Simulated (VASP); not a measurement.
# CdSe (F-43m) in VASP: vibrations by perturbation theory with LDA

Aim: the vibrations by perturbation theory of CdSe with LDA.

All numbers are computed with VASP 6.6.1; they aren't measurements. Logs are shortened: lines on timing, memory, paths and dates and some standing lists are left out, and cuts for length are marked.

## 1. The cell of the first run

The structure is cubic, space group F-43m (No. 216). Conventional cell: a = 6.141 Å, b = 6.141 Å, c = 6.141 Å, α = 90.00°, β = 90.00°, γ = 90.00°. Cd (site symmetry -43m) has 4 Se at 2.66 Å within 3.5 Å. Se (site symmetry -43m) has 4 Cd at 2.66 Å within 3.5 Å.

## 2. Vibrations by perturbation theory, LDA

The input, INCAR:

```
ALGO     = Normal         # electronic algorithm
EDIFF    = 1E-8           # SCF threshold, eV
ENCUT    = 520            # plane-wave cutoff, eV
IBRION   = 8              # ionic algorithm
ISIF     = 2              # what is computed and relaxed
ISMEAR   = 0              # smearing method
LASPH    = True           # aspherical terms in the spheres
LCHARG   = False          # write CHGCAR
LREAL    = False          # projectors in reciprocal space
LWAVE    = False          # write WAVECAR
NELM     = 60             # most SCF steps
NSW      = 1              # ionic steps
PREC     = Accurate       # precision mode
SIGMA    = 0.01           # smearing width, eV
```

The input, KPOINTS:

```
k-points
0
Gamma
  6 6 6
```

The input, POSCAR:

```
CdSe
1.0
    0.0000000000      3.0702710000      3.0702710000
    3.0702710000      0.0000000000      3.0702710000
    3.0702710000      3.0702710000      0.0000000000
Cd Se
1 1
Direct
    0.0000000000      0.0000000000      0.0000000000
    0.7500000000      0.7500000000      0.7500000000
```

Potentials or basis: VASP PAW LDA potentials, release 64 (Cd, Se).

Launch:

```console
cat potpaw_LDA.64/Cd/POTCAR potpaw_LDA.64/Se/POTCAR > POTCAR
mpirun -np 1 vasp_std > vasp.out
```

OUTCAR:

```text
EDIFF = 1E-8
   ENCUT = 520
   IBRION = 8
   ISIF = 2
   ISMEAR = 0
   LASPH = True
   LREAL = False
   NELM = 60
   NSW = 1
   PREC = Accurate

 ion  position               nearest neighbor table
   1  0.000  0.000  0.000-   2 2.66   2 2.66   2 2.66   2 2.66
   2  0.750  0.750  0.750-   1 2.66   1 2.66   1 2.66   1 2.66

  LATTYP: Found a face centered cubic cell.
 ALAT       =     6.1405420000

  Lattice vectors:

 A1 = (   0.0000000000,   3.0702710000,   3.0702710000)
 A2 = (   3.0702710000,   0.0000000000,   3.0702710000)
 A3 = (   3.0702710000,   3.0702710000,   0.0000000000)

Analysis of symmetry for initial positions (statically):
=====================================================================
 Subroutine PRICEL returns:
 Original cell was already a primitive cell.

 Routine SETGRP: Setting up the symmetry group for a
 face centered cubic supercell.

 Subroutine GETGRP returns: Found 24 space group operations
 (whereof 24 operations were pure point group operations)
 out of a pool of 48 trial point group operations.

The static configuration has the point symmetry T_d .

Analysis of symmetry for dynamics (positions and initial velocities):
=====================================================================
 Subroutine PRICEL returns:
 Original cell was already a primitive cell.

 Routine SETGRP: Setting up the symmetry group for a
 face centered cubic supercell.

 Subroutine GETGRP returns: Found 24 space group operations
 (whereof 24 operations were pure point group operations)
 out of a pool of 48 trial point group operations.

The dynamic configuration has the point symmetry T_d .

 Subroutine INISYM returns: Found 24 space group operations
 (whereof 24 operations are pure point group operations),
 and found     1 'primitive' translations

----------------------------------------------------------------------------------------

                                     Primitive cell

  volume of cell :      57.8842

  direct lattice vectors                    reciprocal lattice vectors
     0.000000000  3.070271000  3.070271000    -0.162852074  0.162852074  0.162852074
     3.070271000  0.000000000  3.070271000     0.162852074 -0.162852074  0.162852074
     3.070271000  3.070271000  0.000000000     0.162852074  0.162852074 -0.162852074

  length of vectors
     4.342018888  4.342018888  4.342018888     0.282068066  0.282068066  0.282068066

  position of ions in fractional coordinates (direct lattice)
     0.000000000  0.000000000  0.000000000
     0.750000000  0.750000000  0.750000000

  ion indices of the primitive-cell ions
   primitive index   ion index
                 1           1
                 2           2

----------------------------------------------------------------------------------------

 KPOINTS: k-points

Automatic generation of k-mesh.
 Grid dimensions read from file:
 generate k-points for:    6    6    6

 Generating k-lattice:

  Cartesian coordinates                     Fractional coordinates (reciprocal lattice)
    -0.027142012  0.027142012  0.027142012     0.166666667  0.000000000  0.000000000
     0.027142012 -0.027142012  0.027142012     0.000000000  0.166666667  0.000000000
     0.027142012  0.027142012 -0.027142012     0.000000000  0.000000000  0.166666667

  Length of vectors
     0.047011344  0.047011344  0.047011344

  Shift w.r.t. Gamma in fractional coordinates (k-lattice)
     0.000000000  0.000000000  0.000000000

 Subroutine IBZKPT returns following result:
 ===========================================

 Found     16 irreducible k-points:

 Following reciprocal coordinates:
            Coordinates               Weight
  0.000000  0.000000  0.000000      1.000000
  0.166667  0.000000  0.000000      8.000000
  0.333333  0.000000  0.000000      8.000000
  0.500000  0.000000  0.000000      4.000000
  0.166667  0.166667  0.000000      6.000000
  0.333333  0.166667  0.000000     24.000000
[... 8 lines left out ...]
 -0.333333  0.333333  0.166667     24.000000
 -0.333333  0.500000  0.166667     12.000000
   k-points           NKPTS =     16   k-points in BZ     NKDIM =     16   number of bands    NBANDS=     13
   number of dos      NEDOS =    301   number of ions     NIONS =      2
   total plane-waves  NPLWV =  32768
   dimension x,y,z NGX =    32 NGY =   32 NGZ =   32
   dimension x,y,z NGXF=    64 NGYF=   64 NGZF=   64
   ions per type =               1   1
[... 21 lines left out ...]
   TEBEG  =    0.0;   TEEND  =   0.0 temperature during run
   PSTRESS=    0.0 pullay stress
   NELECT =      18.0000    total number of electrons
   NUPDOWN=      -1.0000    fix difference up-down
   EMIN   =  10.00;   EMAX   =-10.00  energy-range for DOS
   EFERMI =   0.00;   METHOD = LEGACY
   ISMEAR =     0;   SIGMA  =   0.01  broadening in eV -4-tet -1-fermi 0-gaus
   EFERMI_NEDOS =   21; number of points for ismear=-14 and -15
   IALGO  =     38    algorithm
   IMIX   =      4    mixing-type and parameters
     AMIX     =   0.40;   BMIX     =  1.00
     AMIX_MAG =   1.60;   BMIX_MAG =  1.00
  volume/ion in A,a.u.               =      28.94       195.31
  Fermi-wavevector in a.u.,A,eV,Ry     =   1.109121  2.095935 16.737201  1.230150
  Thomas-Fermi vector in A             =   2.245657
   LORBIT       =      0    0 simple, 1 ext, 2 COOP (PROOUT), +10 PAW based schemes
   GGA     = CA    functional components
   LHFCALC =     F    Hartree Fock is set to
   AEXX    =    0.0000 exact exchange contribution
   IVDW    =     0    specifies the selected vdW correction
   LEPSILON=     F    determine dielectric tensor
   LRPA    =     F    only Hartree local field effects (RPA)
 non-spin polarized calculation
 Gauss-broadening in eV      SIGMA  =   0.01
  energy-cutoff  :      520.00
  volume of cell :       57.88
 maximum number of plane-waves:      1588
   NGX = 17   NGY = 17   NGZ = 17

--------------------------------------- Ionic step        1  -------------------------------------------

 number of electron      18.0000006 magnetization

 Free energy of the ion-electron system (eV)
  ---------------------------------------------------
  ext. energy  EPLUGINS =         0.00000000
  ---------------------------------------------------
  free energy    TOTEN  =        -6.72671883 eV

  energy without entropy =       -6.72671883  energy(sigma->0) =       -6.72671883

 E-fermi :   0.6792     XC(G=0):  -9.1641

 val. band max:        0.5862281430   @ k =   0.0000   0.0000   0.0000
 cond. band min:       0.8879590349   @ k =   0.0000   0.0000   0.0000
 fundamental gap:      0.3017308919
 Fermi energy:         0.6791619967

 k-point     1 :       0.0000    0.0000    0.0000
  band No.  band energies     occupation
      1     -11.9029      2.00000
      2      -7.2738      2.00000
      3      -7.2738      2.00000
      4      -7.2738      2.00000
      5      -6.9249      2.00000
      6      -6.9249      2.00000
      7       0.5862      2.00000
      8       0.5862      2.00000
      9       0.5862      2.00000
     10       0.8880      0.00000
     11       6.3760      0.00000
     12       6.3760      0.00000
     13       6.3760      0.00000
[... 228 lines left out ...]
      2      -7.0983      2.00000
      3      -7.0826      2.00000
      4      -6.9846      2.00000
      5      -6.8990      2.00000
      6      -6.5047      2.00000
      7      -3.3795      2.00000
      8      -1.4962      2.00000
      9      -1.4778      2.00000
     10       4.7844      0.00000
     11       5.0074      0.00000
     12       7.9076      0.00000
     13       8.3920      0.00000

------------------------ aborting loop because EDIFF is reached ----------------------------------------

  FORCE on cell =-STRESS in cart. coord.  units (eV):
  Direction    XX          YY          ZZ          XY          YZ          ZX
  --------------------------------------------------------------------------------------
  -------------------------------------------------------------------------------------
  Total       -1.0406928     -1.0406928     -1.0406928      0.0000000      0.0000000      0.0000000
  in kB      -28.8053387    -28.8053387    -28.8053387      0.0000000      0.0000000      0.0000000
  external PRESSURE =     -28.8053387 kB  Pullay stress =       0.0000000 kB

 VOLUME and BASIS-vectors are now :
 -----------------------------------------------------------------------------
  energy-cutoff  :      520.00
  volume of cell :       57.88
      direct lattice vectors                 reciprocal lattice vectors
     0.000000000  3.070271000  3.070271000    -0.162852074  0.162852074  0.162852074
     3.070271000  0.000000000  3.070271000     0.162852074 -0.162852074  0.162852074
     3.070271000  3.070271000  0.000000000     0.162852074  0.162852074 -0.162852074

 POSITION                                       TOTAL-FORCE (eV/Angst)
 -----------------------------------------------------------------------------------
      0.00000      0.00000      0.00000         0.000000      0.000000      0.000000
      4.60541      4.60541      4.60541        -0.000000     -0.000000     -0.000000
 -----------------------------------------------------------------------------------
    total drift:                                0.000000      0.000000      0.000000

  FREE ENERGIE OF THE ION-ELECTRON SYSTEM (eV)
  ---------------------------------------------------
  free  energy   TOTEN  =        -6.7267188338 eV

  energy  without entropy=       -6.7267188338  energy(sigma->0) =       -6.72671883

[... ionic steps 2 to 3 ...]

--------------------------------------- Ionic step        4  -------------------------------------------

------------------------ aborting loop because EDIFF is reached ----------------------------------------

[... ionic steps 5 to 6 ...]

--------------------------------------- Ionic step        7  -------------------------------------------

 Free energy of the ion-electron system (eV)
  ---------------------------------------------------
  ---------------------------------------------------
  free energy    TOTEN  =        -0.08468073 eV

  energy without entropy =       -0.08468073

------------------------ aborting loop because EDIFF is reached ----------------------------------------

 INTERNAL STRAIN TENSOR  FOR ION    2  DIRECTION 1   (eV/Angst):
 -----------------------------------------------------------------------------
    -0.01069  0.00000  0.00000
     0.00000  0.00943  4.58879
     0.00000  4.58879  0.00943

 INTERNAL STRAIN TENSOR FOR ION    2 for displacements in x,y,z  (eV/Angst):
          X           Y           Z          XY          YZ          ZX
  --------------------------------------------------------------------------------
  x     0.00000    -0.00000    -0.00000     0.00000     4.58879     0.00000
  y     0.00000    -0.00000     0.00000     0.00000     0.00000     4.58879
  z    -0.00000    -0.00000     0.00000     4.58879     0.00000     0.00000

 SECOND DERIVATIVES (NOT SYMMETRIZED)
 ------------------------------------
               1X          1Y          1Z          2X          2Y          2Z
  1X    -4.269316    0.000000    0.000000    4.269316    0.000000    0.000000
  1Y     0.000000   -4.269316    0.000000    0.000000    4.269316    0.000000
  1Z     0.000000    0.000000   -4.269316    0.000000    0.000000    4.269316
  2X     4.246812    0.000000    0.000000   -4.246812    0.000000    0.000000
  2Y     0.000000    4.246812    0.000000    0.000000   -4.246812    0.000000
  2Z     0.000000    0.000000    4.246812    0.000000    0.000000   -4.246812

 Eigenvectors and eigenvalues of the dynamical matrix
 ----------------------------------------------------

   1 f  =    4.735730 THz    29.755471 2PiTHz  157.966958 cm-1    19.585398 meV
             X         Y         Z           dx          dy          dz
      0.000000  0.000000  0.000000    -0.633079   -0.046743   -0.104447
      4.605406  4.605406  4.605406     0.753375    0.055624    0.124294
[... 21 lines left out ...]
   6 f/i=    0.006164 THz     0.038728 2PiTHz    0.205600 cm-1     0.025491 meV
             X         Y         Z           dx          dy          dz
      0.000000  0.000000  0.000000    -0.212644    0.598777    0.427043
      4.605406  4.605406  4.605406    -0.178690    0.503167    0.358854

--------------------------------------------------------------------------------------------------------

 ELASTIC MODULI CONTR FROM IONIC RELAXATION (kBar)
 Direction    XX          YY          ZZ          XY          YZ          ZX
 --------------------------------------------------------------------------------
 XX          -0.0000      0.0000     -0.0000      0.0000      0.0000     -0.0000
 YY           0.0000     -0.0000      0.0000      0.0000      0.0000      0.0000
 ZZ          -0.0000      0.0000     -0.0000     -0.0000      0.0000     -0.0000
 XY           0.0000      0.0000     -0.0000   -140.7727      0.0000      0.0000
 YZ           0.0000      0.0000      0.0000      0.0000   -140.7727      0.0000
 ZX          -0.0000      0.0000     -0.0000      0.0000      0.0000   -140.7727
 --------------------------------------------------------------------------------
```

It took 46 s on 1 thread of AMD EPYC 9R45 (Zen 5), shared host; peak memory 0.22 GiB.

Results:

```
Highest phonon frequency at Γ, LO-TO splitting left out : 158 cm⁻¹
```

Phonon frequencies in cm⁻¹ (negative: imaginary):
| q point | frequencies |
| --- | --- |
| (0.000, 0.000, 0.000) | 0 0 0 158 158 158 |

Caveat: the cell wasn't relaxed at this level first, which shifts response properties.
